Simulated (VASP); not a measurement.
A run of VASP 6.6.1 is set up as follows.

POSCAR

```
In3GaP4
1.0
   -2.8968491871      2.8968491871      5.7840335679
    2.8968491871     -2.8968491871      5.7840335679
    2.8968491871      2.8968491871     -5.7840335679
Ga P In
1 4 3
Direct
    0.0000000000      0.0000000000      0.0000000000
    0.3558855512      0.3558855512      0.4726534091
    0.1167678579      0.6441144488      0.0000000000
    0.8832321421      0.8832321421      0.5273465909
    0.6441144488      0.1167678579      0.0000000000
    0.7500000000      0.2500000000      0.5000000000
    0.5000000000      0.5000000000      0.0000000000
    0.2500000000      0.7500000000      0.5000000000
```

Contents of INCAR.step1:

```
SYSTEM = In3GaP4
  PREC = Accurate
  ENCUT = 520
  ISMEAR = 0
  SIGMA = 0.01
  LREAL = .False.
  LASPH = .True.
  NELM = 100
  NBANDS = 46
  GGA = PE
  ALGO = Normal
  EDIFF = 1E-4
  LWAVE = .True.
  LCHARG = .False.
```

INCAR.step2

```
SYSTEM = In3GaP4
  PREC = Accurate
  ENCUT = 520
  EDIFF = 1E-6
  ISMEAR = 0
  SIGMA = 0.01
  LREAL = .False.
  LASPH = .True.
  NELM = 100
  ALGO = Normal
  ISIF = 2
  LWAVE = .False.
  LCHARG = .False.
  METAGGA = R2SCAN
  LMIXTAU = .True.
  NBANDS = 46
  ISTART = 1
```

Contents of KPOINTS:

```
regular mesh
0
Gamma
  6 6 6
  0 0 0
```

Potentials or basis: VASP PAW PBE potentials, release 64 (Ga_d, P, In_d).

Launch:

```bash
$ cat potpaw_PBE.64/Ga_d/POTCAR potpaw_PBE.64/P/POTCAR potpaw_PBE.64/In_d/POTCAR > POTCAR
$ cp INCAR.step1 INCAR
$ mpirun -np 1 vasp_std > vasp.out
$ cp INCAR.step2 INCAR
$ mpirun -np 1 vasp_std > vasp.out
```

(1) Estimate the band gap on the k mesh.

(2) What does it give for the largest force?

(3) Estimate the pressure.

Results:

(1) 1.25 eV.

(2) 0.006 eV/Å.

(3) -0.1 GPa.

Caveat: the PAW data sets were made with another functional, which shifts forces and pressure a little; spin-orbit coupling is left out, which moves the levels of the heavy elements.
